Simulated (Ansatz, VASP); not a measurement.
**Two plane-wave programs on GaN**

The input INCAR:

```
SYSTEM = GaN
PREC = Accurate ; ENCUT = 520
EDIFF = 1E-6 ; ISMEAR = -1
SIGMA = 0.02 ; LREAL = .FALSE.
LASPH = .TRUE. ; NELM = 60
ALGO = Normal ; ISIF = 2
LWAVE = .FALSE. ; LCHARG = .TRUE.
GGA = PE ; LELF = .TRUE.
LVHAR = .TRUE. ; NBANDS = 26
```

The input KPOINTS:

```
Automatic mesh
0
G
  12 12 6
  0 0 0
```

Contents of POSCAR:

```
GaN
1.0
    3.1513178824      0.0000000000      0.0000000000
   -1.5756589412      2.7291213415      0.0000000000
    0.0000000000      0.0000000000      5.2080976077
Ga N
2 2
Direct
    0.3333333333      0.6666666667      0.0003478194
    0.6666666667      0.3333333333      0.5003478194
    0.3333333333      0.6666666667      0.3746521806
    0.6666666667      0.3333333333      0.8746521806
```

Input for Ansatz:

```yaml
crystal:
  lattice:
    - [3.1513178824, 0.0, 0.0]
    - [-1.5756589412, 2.7291213415, 0.0]
    - [0.0, 0.0, 5.2080976077]
  atoms:
    - { symbol: Ga, position: [0.3333333333, 0.6666666667, 0.0003478194] }
    - { symbol: Ga, position: [0.6666666667, 0.3333333333, 0.5003478194] }
    - { symbol: "N", position: [0.3333333333, 0.6666666667, 0.3746521806] }
    - { symbol: "N", position: [0.6666666667, 0.3333333333, 0.8746521806] }
kpoints:
  mp_grid: { grid: [12, 12, 6] }
  band_path:
    path:
      - [0.0, 0.0, 0.0]
      - [0.5, 0.0, 0.0]
      - [0.3333333333, 0.3333333333, 0.0]
      - [0.0, 0.0, 0.5]
      - [0.5, 0.0, 0.5]
      - [0.3333333333, 0.3333333333, 0.5]
    npoints: 1
hamiltonian:
  xc: pbe
scf:
  occupations: { method: fermi_dirac, width: 0.02 }
  n_extra_bands: 5
output:
  forces: true
  stress: true
  eigenvalues: true
```

Change from the starting cell: epitaxial_xy strain -1.0%.

Alike in both runs: task single point; functional PBE; k mesh 12 × 12 × 6; occupations fermi-dirac, width 0.02 eV; no spin polarisation.

```csv
,VASP,Ansatz
version,VASP 6.6.1,Ansatz 0.2.0
potentials or method,"VASP PAW PBE potentials, release 64 (Ga_d, N)","plane waves, PAW"
plane-wave cutoff (eV),520,420
valence electrons in the cell,36,36
```

VASP gave:

* gap on the k mesh at the Fermi level (eV): 1.98
* pressure (GPa): 9.4
* traceless stress, the component that is largest in VASP (GPa): -2.90
* rms of the force components (eV/Å): 0.009

**Question.** What did Ansatz give for the same quantities?

**Answer.** gap on the k mesh at the Fermi level (eV): 1.98; pressure (GPa): 9.4; traceless stress, the component that is largest in VASP (GPa): -2.92; rms of the force components (eV/Å): 0.010.

Atom by atom the forces differ by 0.001 eV/Å (rms over components).
